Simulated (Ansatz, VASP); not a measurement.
## Two plane-wave programs on In3SbAs2

File INCAR:

```
SYSTEM = In3SbAs2
PREC     = Accurate       ! precision mode
ENCUT    = 520            ! plane-wave cutoff, eV
EDIFF    = 1E-6           ! SCF threshold, eV
ISMEAR   = 0              ! smearing method
SIGMA    = 0.2            ! smearing width, eV
LREAL    = .FALSE.        ! projectors in reciprocal space
LASPH    = .TRUE.         ! aspherical terms in the spheres
NELM     = 100            ! most SCF steps
ALGO     = Normal         ! electronic algorithm
ISIF     = 2              ! what is computed and relaxed
LWAVE    = .FALSE.        ! write WAVECAR
LCHARG   = .FALSE.        ! write CHGCAR
GGA      = PE             ! functional
NBANDS   = 66             ! bands
```

KPOINTS

```
regular mesh
0
G
  6 6 1
  0 0 0
```

File POSCAR:

```
In3SbAs2
1.0
    4.4720771137     -0.0000000289      0.0000000000
   -2.2360385318      3.8729324026      0.0000000000
    0.0000000000      0.0000000000     22.0621064000
In Sb As
6 2 4
Direct
    0.6666666667      0.3333333333      0.1605630000
    0.6666666667      0.3333333333      0.5000460000
    0.6666666667      0.3333333333      0.8401680000
    0.3333333333      0.6666666667      0.0000460000
    0.3333333333      0.6666666667      0.3401680000
    0.3333333333      0.6666666667      0.6605630000
    0.6666666667      0.3333333333      0.2907930000
    0.3333333333      0.6666666667      0.7907930000
    0.6666666667      0.3333333333      0.6222050000
    0.6666666667      0.3333333333      0.9617240000
    0.3333333333      0.6666666667      0.1222050000
    0.3333333333      0.6666666667      0.4617240000
```

Input for Ansatz:

```yaml
crystal:
  lattice:
    - [4.4720771137, -2.89e-08, 0.0]
    - [-2.2360385318, 3.8729324026, 0.0]
    - [0.0, 0.0, 22.0621064]
  atoms:
    - { symbol: In, position: [0.6666666667, 0.3333333333, 0.160563] }
    - { symbol: In, position: [0.6666666667, 0.3333333333, 0.500046] }
    - { symbol: In, position: [0.6666666667, 0.3333333333, 0.840168] }
    - { symbol: In, position: [0.3333333333, 0.6666666667, 4.6e-05] }
    - { symbol: In, position: [0.3333333333, 0.6666666667, 0.340168] }
    - { symbol: In, position: [0.3333333333, 0.6666666667, 0.660563] }
    - { symbol: Sb, position: [0.6666666667, 0.3333333333, 0.290793] }
    - { symbol: Sb, position: [0.3333333333, 0.6666666667, 0.790793] }
    - { symbol: As, position: [0.6666666667, 0.3333333333, 0.622205] }
    - { symbol: As, position: [0.6666666667, 0.3333333333, 0.961724] }
    - { symbol: As, position: [0.3333333333, 0.6666666667, 0.122205] }
    - { symbol: As, position: [0.3333333333, 0.6666666667, 0.461724] }
basis:
  ecutwfc: 420
kpoints:
  mp_grid: { grid: [6, 6, 1] }
hamiltonian:
  xc: pbe
scf:
  occupations: { method: gaussian, width: 0.2 }
  lower_state_search: "off"
output:
  forces: true
  stress: true
  eigenvalues: true
```

Alike in both runs: task single point; functional PBE; k mesh 6 × 6 × 1; occupations gaussian, width 0.2 eV; no spin polarisation.

```csv
,VASP,Ansatz
version,VASP 6.6.1,Ansatz 0.2.0
potentials or method,"VASP PAW PBE potentials, release 64 (In_d, Sb, As), cutoff 520 eV","scalar-relativistic, plane waves, PAW"
valence electrons in the cell,108,168
```

Ansatz gave:

```
gap on the k mesh at the Fermi level (eV) : none
pressure (GPa)                            : 0.1
rms of the force components (eV/Å)        : 0.020
```

**Question.** Estimate VASP's values.

**Answer.** gap on the k mesh at the Fermi level (eV): none; pressure (GPa): 0.1; rms of the force components (eV/Å): 0.018.

Atom by atom the forces differ by 0.002 eV/Å (rms over components). A gap of «none» marks a metal or a gap that the smearing closes. The functional is the same, so the differences come from potentials, cutoffs and numerics. VASP's potentials hold 108 valence electrons a cell and Ansatz's 168, so a difference there can come from the potentials and not from the codes.

Spin-orbit coupling is off throughout.
